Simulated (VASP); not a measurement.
# ZnCd2O3 (P-3m1) in VASP: relaxation of cell and atoms with PBE

Aim: the relaxation of cell and atoms of ZnCd2O3 with PBE.

Everything below comes from runs of VASP 6.6.1. Logs are shortened: lines on timing, memory, paths and dates and some standing lists are left out, and cuts for length are marked.

### Step 1. The cell of the first run

It takes space group P-3m1 (No. 164, trigonal). Conventional cell: a = 3.259 Å, b = 3.259 Å, c = 8.067 Å, α = 90.00°, β = 90.00°, γ = 120.00°. Within 2.9 Å of Zn (site symmetry -3m) lie 6 O at 2.21 Å. Cd (site symmetry 3m) has 6 O at 2.36 to 2.37 Å and 3 Zn at 3.22 Å and 9 Cd at 3.26 to 3.41 Å within 3.5 Å. O (site symmetry 3m) has 3 Zn at 2.21 Å and 3 Cd at 2.37 Å and 3 O at 2.99 Å within 3.0 Å. O (site symmetry -3m) has 6 Cd at 2.36 Å within 3.1 Å.

### Step 2. Relaxation of cell and atoms, PBE

INCAR reads:

```
ALGO = Normal ; EDIFF = 1E-6
EDIFFG = -0.01 ; ENCUT = 600
GGA = PE ; IBRION = 2
ISIF = 3 ; ISMEAR = 0
LASPH = T ; LCHARG = F
LREAL = F ; LWAVE = F
NELM = 60 ; NSW = 100
PREC = Accurate ; SIGMA = 0.1
```

KPOINTS reads:

```
k-points
0
Gamma
  12 12 6
```

POSCAR reads:

```
ZnCd2O3
1.0
    3.2586238000      0.0000000000      0.0000000000
   -1.6293119000      2.8220510000      0.0000000000
    0.0000000000      0.0000000000      8.0669856000
Zn Cd O
1 2 3
Direct
    0.0000000000      0.0000000000      0.0000000000
    0.3333333000      0.6666667000      0.6762590000
    0.6666667000      0.3333333000      0.3237410000
    0.6666667000      0.3333333000      0.8557030000
    0.0000000000      0.0000000000      0.5000000000
    0.3333333000      0.6666667000      0.1442970000
```

Potentials or basis: VASP PAW PBE potentials, release 64 (Zn, Cd, O).

On the command line:

```console
> cat potpaw_PBE.64/Zn/POTCAR potpaw_PBE.64/Cd/POTCAR potpaw_PBE.64/O/POTCAR > POTCAR
> mpirun -np 1 vasp_std > vasp.out
```

OUTCAR:

```text
EDIFF = 1E-6
   EDIFFG = -0.01
   ENCUT = 600
   GGA = PE
   IBRION = 2
   ISIF = 3
   ISMEAR = 0
   LASPH = T
   LREAL = F
   NELM = 60
   NSW = 100
   PREC = Accurate

 ion  position               nearest neighbor table
   1  0.000  0.000  0.000-   4 2.21   6 2.21   4 2.21   6 2.21   4 2.21   6 2.21   2 3.22   3 3.22
                             2 3.22   3 3.22   3 3.22   2 3.22
   2  0.333  0.667  0.676-   5 2.36   5 2.36   5 2.36   4 2.37   4 2.37   4 2.37   1 3.22   1 3.22
                             1 3.22   3 3.41   3 3.41   3 3.41
   3  0.667  0.333  0.324-   5 2.36   5 2.36   5 2.36   6 2.37   6 2.37   6 2.37   1 3.22   1 3.22
                             1 3.22   2 3.41   2 3.41   2 3.41
   4  0.667  0.333  0.856-   1 2.21   1 2.21   1 2.21   2 2.37   2 2.37   2 2.37
   5  0.000  0.000  0.500-   2 2.36   3 2.36   3 2.36   2 2.36   3 2.36   2 2.36
   6  0.333  0.667  0.144-   1 2.21   1 2.21   1 2.21   3 2.37   3 2.37   3 2.37

  LATTYP: Found a hexagonal cell.
 ALAT       =     3.2586238000
 C/A-ratio  =     2.4755805196

  Lattice vectors:

 A1 = (   3.2586238000,   0.0000000000,   0.0000000000)
 A2 = (  -1.6293119000,   2.8220510000,   0.0000000000)
 A3 = (   0.0000000000,   0.0000000000,   8.0669856000)

Analysis of symmetry for initial positions (statically):
=====================================================================
 Subroutine PRICEL returns:
 Original cell was already a primitive cell.

 Routine SETGRP: Setting up the symmetry group for a
 hexagonal supercell.

 Subroutine GETGRP returns: Found 12 space group operations
 (whereof 12 operations were pure point group operations)
 out of a pool of 24 trial point group operations.

The static configuration has the point symmetry D_3d.

Analysis of symmetry for dynamics (positions and initial velocities):
=====================================================================
 Subroutine PRICEL returns:
 Original cell was already a primitive cell.

 Routine SETGRP: Setting up the symmetry group for a
 hexagonal supercell.

 Subroutine GETGRP returns: Found 12 space group operations
 (whereof 12 operations were pure point group operations)
 out of a pool of 24 trial point group operations.

The dynamic configuration has the point symmetry D_3d.

 Subroutine INISYM returns: Found 12 space group operations
 (whereof 12 operations are pure point group operations),
 and found     1 'primitive' translations

----------------------------------------------------------------------------------------

                                     Primitive cell

  volume of cell :      74.1840

  direct lattice vectors                    reciprocal lattice vectors
     3.258623800  0.000000000  0.000000000     0.306878014  0.177176103  0.000000000
    -1.629311900  2.822051000  0.000000000     0.000000000  0.354352207  0.000000000
     0.000000000  0.000000000  8.066985600     0.000000000  0.000000000  0.123962041

  length of vectors
     3.258623800  3.258623807  8.066985600     0.354352208  0.354352207  0.123962041

  position of ions in fractional coordinates (direct lattice)
     0.000000000  0.000000000  0.000000000
     0.333333300  0.666666700  0.676259000
     0.666666700  0.333333300  0.323741000
     0.666666700  0.333333300  0.855703000
     0.000000000  0.000000000  0.500000000
     0.333333300  0.666666700  0.144297000

  ion indices of the primitive-cell ions
   primitive index   ion index
                 1           1
                 2           2
                 3           3
                 4           4
                 5           5
                 6           6

----------------------------------------------------------------------------------------

 KPOINTS: k-points

Automatic generation of k-mesh.
 Grid dimensions read from file:
 generate k-points for:   12   12    6

 Generating k-lattice:

  Cartesian coordinates                     Fractional coordinates (reciprocal lattice)
     0.025573168  0.014764675  0.000000000     0.083333333  0.000000000  0.000000000
     0.000000000  0.029529351  0.000000000     0.000000000  0.083333333  0.000000000
     0.000000000  0.000000000  0.020660340     0.000000000  0.000000000  0.166666667

  Length of vectors
     0.029529351  0.029529351  0.020660340

  Shift w.r.t. Gamma in fractional coordinates (k-lattice)
     0.000000000  0.000000000  0.000000000

 Subroutine IBZKPT returns following result:
 ===========================================

 Found    100 irreducible k-points:

 Following reciprocal coordinates:
            Coordinates               Weight
  0.000000  0.000000  0.000000      1.000000
  0.083333  0.000000  0.000000      6.000000
  0.166667 -0.000000  0.000000      6.000000
  0.250000 -0.000000  0.000000      6.000000
  0.333333 -0.000000  0.000000      6.000000
  0.416667  0.000000  0.000000      6.000000
[... 16 lines left out ...]
  0.166667 -0.000000  0.166667      6.000000
  0.000000  0.166667  0.166667      6.000000
 [... further k-points ...]
   k-points           NKPTS =    100   k-points in BZ     NKDIM =    100   number of bands    NBANDS=     32
   number of dos      NEDOS =    301   number of ions     NIONS =      6
   total plane-waves  NPLWV =  50176
   dimension x,y,z NGX =    28 NGY =   28 NGZ =   64
   dimension x,y,z NGXF=    56 NGYF=   56 NGZF=  128
   ions per type =               1   2   3
   NGX,Y,Z   is equivalent  to a cutoff of  14.28, 14.28, 13.19 a.u.
   NGXF,Y,Z  is equivalent  to a cutoff of  28.57, 28.57, 26.38 a.u.
 SYSTEM =  unknown system
   PREC   = accura    normal or accurate (medium, high low for compatibility)
   ISTART =      0    job   : 0-new  1-cont  2-samecut
   ICHARG =      2    charge: 1-file 2-atom 10-const
   ISPIN  =      1    spin polarized calculation?
   LNONCOLLINEAR =      F non collinear calculations
   LSORBIT =      F    spin-orbit coupling
   LASPH  =      T    aspherical Exc in radial PAW
   ENCUT  =  600.0 eV  44.10 Ry    6.64 a.u.   6.51  6.51 16.11*2*pi/ulx,y,z
   NELM   =     60;   NELMIN=  2; NELMDL= -5     # of ELM steps
   EDIFF  = 0.1E-05   stopping-criterion for ELM
   LREAL  =      F    real-space projection
   EDIFFG = -.1E-01   stopping-criterion for IOM
   NSW    =    100    number of steps for IOM
   IBRION =      2    ionic relax: 0-MD 1-quasi-New 2-CG
   NFREE  =      1    steps in history (QN), initial steepest desc. (CG)
   ISIF   =      3    stress and relaxation
   ISYM   =      2    0-nonsym 1-usesym 2-fastsym
   POTIM  = 0.5000    time-step for ionic-motion
   TEBEG  =    0.0;   TEEND  =   0.0 temperature during run
   PSTRESS=    0.0 pullay stress
   NELECT =      54.0000    total number of electrons
   NUPDOWN=      -1.0000    fix difference up-down
   EMIN   =  10.00;   EMAX   =-10.00  energy-range for DOS
   EFERMI =   0.00;   METHOD = LEGACY
   ISMEAR =     0;   SIGMA  =   0.10  broadening in eV -4-tet -1-fermi 0-gaus
   EFERMI_NEDOS =   21; number of points for ismear=-14 and -15
   IALGO  =     38    algorithm
   IMIX   =      4    mixing-type and parameters
     AMIX     =   0.40;   BMIX     =  1.00
     AMIX_MAG =   1.60;   BMIX_MAG =  1.00
  volume/ion in A,a.u.               =      12.36        83.44
  Fermi-wavevector in a.u.,A,eV,Ry     =   1.472660  2.782925 29.507347  2.168729
  Thomas-Fermi vector in A             =   2.587648
   LORBIT       =      0    0 simple, 1 ext, 2 COOP (PROOUT), +10 PAW based schemes
   GGA     = PE    functional components
   LHFCALC =     F    Hartree Fock is set to
   AEXX    =    0.0000 exact exchange contribution
   IVDW    =     0    specifies the selected vdW correction
   LEPSILON=     F    determine dielectric tensor
   LRPA    =     F    only Hartree local field effects (RPA)
 conjugate gradient relaxation of ions
 non-spin polarized calculation
 Gauss-broadening in eV      SIGMA  =   0.10
  energy-cutoff  :      600.00
  volume of cell :       74.18
 maximum number of plane-waves:      2529
 NGX is ok and might be reduce to    28
   NGX = 13   NGY = 13   NGZ = 33

--------------------------------------- Ionic step        1  -------------------------------------------

 number of electron      54.0000004 magnetization

 Free energy of the ion-electron system (eV)
  ---------------------------------------------------
  ext. energy  EPLUGINS =         0.00000000
  ---------------------------------------------------
  free energy    TOTEN  =       -23.89324197 eV

  energy without entropy =      -23.89260889  energy(sigma->0) =      -23.89292543

------------------------ aborting loop because EDIFF is reached ----------------------------------------

  FORCE on cell =-STRESS in cart. coord.  units (eV):
  Direction    XX          YY          ZZ          XY          YZ          ZX
  --------------------------------------------------------------------------------------
  -------------------------------------------------------------------------------------
  Total        0.4287535      0.4287535      0.4767519     -0.0000000     -0.0000000      0.0000000
  in kB        9.2599331      9.2599331     10.2965721     -0.0000000     -0.0000000      0.0000000
  external PRESSURE =       9.6054794 kB  Pullay stress =       0.0000000 kB
[... 185 lines left out ...]
  energy  without entropy=      -23.8942632043  energy(sigma->0) =      -23.89460543

--------------------------------------- Ionic step        6  -------------------------------------------

 number of electron      54.0000001 magnetization

 Free energy of the ion-electron system (eV)
  ---------------------------------------------------
  ext. energy  EPLUGINS =         0.00000000
  ---------------------------------------------------
  free energy    TOTEN  =       -23.89496800 eV

  energy without entropy =      -23.89428077  energy(sigma->0) =      -23.89462439

 E-fermi :   1.9448     XC(G=0): -11.6298

 val. band max:        1.8327240776   @ k =   0.5000  -0.0000   0.5000
 cond. band min:       2.0002367864   @ k =   0.0000   0.0000   0.1667
 fundamental gap:      0.1675127088
 Fermi energy:         1.9448099436

 k-point     1 :       0.0000    0.0000    0.0000
  band No.  band energies     occupation
      1     -15.5526      2.00000
      2     -15.0229      2.00000
      3     -14.7657      2.00000
      4      -5.5263      2.00000
      5      -5.2789      2.00000
      6      -5.2789      2.00000
[... 829 lines left out ...]
     31       9.6973      0.00000
     32      11.5135      0.00000

 [... further k-points ...]

------------------------ aborting loop because EDIFF is reached ----------------------------------------

  FORCE on cell =-STRESS in cart. coord.  units (eV):
  Direction    XX          YY          ZZ          XY          YZ          ZX
  --------------------------------------------------------------------------------------
  -------------------------------------------------------------------------------------
  Total        0.0056840      0.0056840      0.0192485     -0.0000000      0.0000000      0.0000000
  in kB        0.1219277      0.1219277      0.4129010     -0.0000000      0.0000000      0.0000000
  external PRESSURE =       0.2189188 kB  Pullay stress =       0.0000000 kB
[... 21 lines left out ...]
  FREE ENERGIE OF THE ION-ELECTRON SYSTEM (eV)
  ---------------------------------------------------
  free  energy   TOTEN  =       -23.8949680029 eV

  energy  without entropy=      -23.8942807727  energy(sigma->0) =      -23.89462439

 reached required accuracy - stopping structural energy minimisation
```

It took 16 min on 1 thread of Intel Xeon Platinum 8488C (Sapphire Rapids), shared host; peak memory 0.42 GiB.

What came out:

* Free energy: -23.8950 eV
* Relaxed volume: 12.45 Å³/atom
* Relaxed cell: a = 3.265 Å, b = 3.265 Å, c = 8.088 Å, α = 90.00°, β = 90.00°, γ = 120.00°
* Space group after relaxing (to 0.1 Å): P-3m1 (No. 164)
* Energy gained by relaxing: 0.3 meV/atom
* Ionic steps: 6
* Pressure after relaxing: 0.0 GPa
* Largest force after relaxing: 0.007 eV/Å
* Band gap on the k mesh: zero (bands 27 and 28 overlap by 0.28 eV)

Forces in eV/Å, atoms in the order of the input:
```
Zn   0.000  0.000  0.000
Cd   0.000  0.000  0.007
Cd   0.000  0.000 -0.007
O    0.000  0.000 -0.001
O    0.000  0.000  0.000
O    0.000  0.000  0.001
```

Step by step:
```csv
step,energy change (eV),largest force (eV/Å),pressure (GPa),volume (Å³)
1,0.0000,0.0444,0.96,74.18
2,-0.0012,0.0084,-0.56,74.98
3,-0.0017,0.0201,-0.03,74.72
4,-0.0017,0.0213,0.01,74.71
5,-0.0017,0.0108,0.02,74.70
6,-0.0017,0.0067,0.02,74.69
```

Final structure:
```cif
data_structure
_symmetry_space_group_name_H-M 'P 1'
_symmetry_Int_Tables_number 1
_cell_length_a 3.2654
_cell_length_b 3.2654
_cell_length_c 8.0885
_cell_angle_alpha 90.000
_cell_angle_beta 90.000
_cell_angle_gamma 120.000
_cell_volume 74.69
loop_
_atom_site_label
_atom_site_type_symbol
_atom_site_fract_x
_atom_site_fract_y
_atom_site_fract_z
_atom_site_occupancy
Zn1 Zn 0.00000 0.00000 0.00000 1
Cd1 Cd 0.33333 0.66667 0.67636 1
Cd2 Cd 0.66667 0.33333 0.32364 1
O1 O 0.66667 0.33333 0.85613 1
O2 O 0.00000 0.00000 0.50000 1
O3 O 0.33333 0.66667 0.14387 1
```

Levels at points of the mesh, in eV from the Fermi level:
| k point | band 24 | band 25 | band 26 | band 27 | band 28 | band 29 | band 30 | band 31 |
| --- | --- | --- | --- | --- | --- | --- | --- | --- |
| (0.00, 0.00, 0.00) | -0.44 | -0.44 | -0.40 | -0.39 | -0.39 | 3.60 | 3.71 | 8.03 |
| (0.50, 0.00, 0.00) | -1.14 | -1.02 | -0.77 | -0.52 | 3.64 | 5.11 | 5.59 | 6.93 |
| (0.00, 0.00, 0.50) | -0.96 | -0.96 | -0.15 | -0.15 | 1.51 | 1.63 | 4.63 | 7.13 |
| (0.50, 0.00, 0.50) | -1.91 | -1.56 | -0.12 | -0.11 | 4.35 | 4.53 | 4.68 | 7.22 |

Caveat: semilocal functionals underestimate gaps, and a narrow one can read as zero.

The gap in the log of VASP goes by the Fermi energy; the results here count the filled bands.